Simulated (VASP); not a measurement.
AlRu (NiAs type), 4 atoms in the cell. Symmetry: P6_3/mmc, No. 194, hexagonal system. The conventional cell has a = 2.835 Å, b = 2.835 Å, c = 7.634 Å, α = 90.00°, β = 90.00°, γ = 120.00°. Ru (site symmetry -3m) has 6 Al at 2.51 Å and 6 Ru at 2.83 Å within 3.3 Å. Al (site symmetry -6m2) has 6 Ru at 2.51 Å and 6 Al at 2.83 Å within 3.3 Å. 

```yaml
Program: VASP 6.6.1
Task: relaxation of shape and atoms at fixed volume
Functional: PBE
Potentials_or_basis: VASP PAW PBE potentials, release 64 (Ru_pv, Al)
Cutoff: 600 eV
k_mesh: 11 × 11 × 6
Occupations: fermi-dirac, width 0.08 eV
Spin: no spin polarisation
Dipole_correction: no
Further_INCAR_settings: ALGO = Normal; EDIFF = 1e-06; IBRION = 2; EDIFFG = -0.005; NSW = 50; ISIF = 4
```

Potentials or basis: VASP PAW PBE potentials, release 64 (Ru_pv, Al).

The run is started by

```sh
$ cat potpaw_PBE.64/Ru_pv/POTCAR potpaw_PBE.64/Al/POTCAR > POTCAR
$ mpirun -np 1 vasp_std > vasp.out
```

Hardware: 1 thread of Intel(R) Xeon(R) 6975P-C (Granite Rapids), with other jobs on the host.

Q: How long does it take, and how much memory?

A: It took 57 s on 1 thread of Intel(R) Xeon(R) 6975P-C (Granite Rapids), with other jobs on the host, peak memory 0.23 GiB. Counts: scf iterations 25, k points 64, ion steps 3.
